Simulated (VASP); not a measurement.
CoO:

```
Co O
1.0
     3.19765    0.00000    0.00000
    -1.59882    2.76924    0.00000
     0.00000    0.00000    5.22871
Co O
2 2
Direct
  0.00000 0.00000 0.00347
  0.33333 0.66667 0.50336
  0.00000 0.00000 0.37161
  0.33333 0.66667 0.87156
```

```yaml
Program: VASP 6.6.1
Task: relaxation of cell and atoms
Functional: PBE
Potentials_or_basis: VASP PAW PBE potentials, release 64 (Co, O)
Cutoff: 600 eV
k_mesh: 6 × 6 × 4
Occupations: gaussian, width 0.1 eV
Spin: collinear spin, antiferromagnetic start
Starting_moments: "[-2.6, 2.6, 0.11, -0.11] μB"
Hubbard_terms: Co d U = 3.32 eV
```

At the start: pressure 7.4 GPa; volume 11.58 Å³/atom.

Problem. Where does the relaxation end?

Solution. Over 6 steps the energy falls by 14.7 meV/atom and the volume is 12.22 Å³/atom (+5.6 %); space group P6_3mc (No. 186, to 0.1 Å) before and after; moment 0.00 μB per cell.

Step by step:
| step | energy change (eV) | largest force (eV/Å) | pressure (GPa) | volume (Å³) |
| --- | --- | --- | --- | --- |
| 1 | 0.0000 | 0.1393 | 7.38 | 46.30 |
| 2 | -0.0446 | 0.0297 | -2.92 | 49.97 |
| 3 | -0.0556 | 0.0576 | -0.03 | 48.78 |
| 4 | -0.0556 | 0.0560 | -0.16 | 48.83 |
| 5 | -0.0571 | 0.0515 | -0.17 | 48.85 |
| 6 | -0.0590 | 0.0443 | -0.19 | 48.89 |

Final structure:
```xyz
4
Lattice="3.2740 0.0000 0.0000 -1.6370 2.8353 0.0000 0.0000 0.0000 5.2666" Properties=species:S:1:pos:R:3 pbc="T T T"
Co    0.0000    0.0000    0.0036
Co    0.0000    1.8902    2.6373
O     1.6370    2.8353    1.9711
O     0.0000    1.8902    4.6047
```

Caveat: the relaxation stopped at a loose force limit of 0.05 eV/Å, so its end isn't a converged minimum.
